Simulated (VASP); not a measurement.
A run of VASP 6.6.1 is set up as follows.

INCAR

```
ALGO = Normal
EDIFF = 1E-6
ENCUT = 520
GGA = CA
ISIF = 2
ISMEAR = -1
LASPH = True
LCHARG = False
LREAL = False
LWAVE = False
NBANDS = 16
NELM = 100
PREC = Accurate
SIGMA = 0.05
```

KPOINTS

```
k-points
0
Gamma
  12 12 12
```

Contents of POSCAR:

```
TiTe
1.0
    0.0000000000      2.5150192774      2.5150192774
    2.5150192774      0.0000000000      2.5150192774
    2.5150192774      2.5150192774      0.0000000000
Ti Te
1 1
Direct
    0.0000000000      0.0000000000      0.0000000000
    0.5000000000      0.5000000000      0.5000000000
```

Potentials or basis: VASP PAW LDA potentials, release 64 (Ti_sv, Te).

Command:

```bash
$ cat potpaw_LDA.64/Ti_sv/POTCAR potpaw_LDA.64/Te/POTCAR > POTCAR
$ mpirun -np 1 vasp_std > vasp.out
```

(1) Estimate the pressure.

(2) What does it give for the band gap on the k mesh?

Answers

(1) 47.4 GPa.

(2) zero (band 9 reaches 14.56 eV, above the bottom of band 10 at 12.95 eV).

Caveat: spin-orbit coupling is left out, which moves the levels of the heavy elements.
